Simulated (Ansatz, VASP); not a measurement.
**Two plane-wave programs on MgS**

```
Mg S
1.0
     0.00000    2.66614    2.66614
     2.66614    0.00000    2.66614
     2.66614    2.66614    0.00000
Mg S
1 1
Direct
  0.00000 0.00000 0.00000
  0.50000 0.50000 0.50000
```

Alike in both runs: task single point; functional PBE; k mesh 8 × 8 × 8; occupations gaussian, width 0.02 eV; no spin polarisation.

|  | VASP | Ansatz |
| --- | --- | --- |
| version | VASP 6.6.1 | Ansatz 0.2.0 |
| potentials or method | VASP PAW PBE potentials, release 64 (Mg, S), cutoff 520 eV | scalar-relativistic, plane waves, PAW |
| valence electrons in the cell | 8 | 16 |

|  | VASP | Ansatz | Ansatz less VASP |
| --- | --- | --- | --- |
| gap on the k mesh at the Fermi level (eV) | 2.61 | 2.63 | +0.018 |
| least direct gap on the mesh (eV) | 3.16 | 3.17 | +0.014 |
| pressure (GPa) | -4.1 | -3.8 | +0.27 |

VASP's potentials hold 8 valence electrons a cell and Ansatz's 16, so a difference there can come from the potentials and not from the codes.
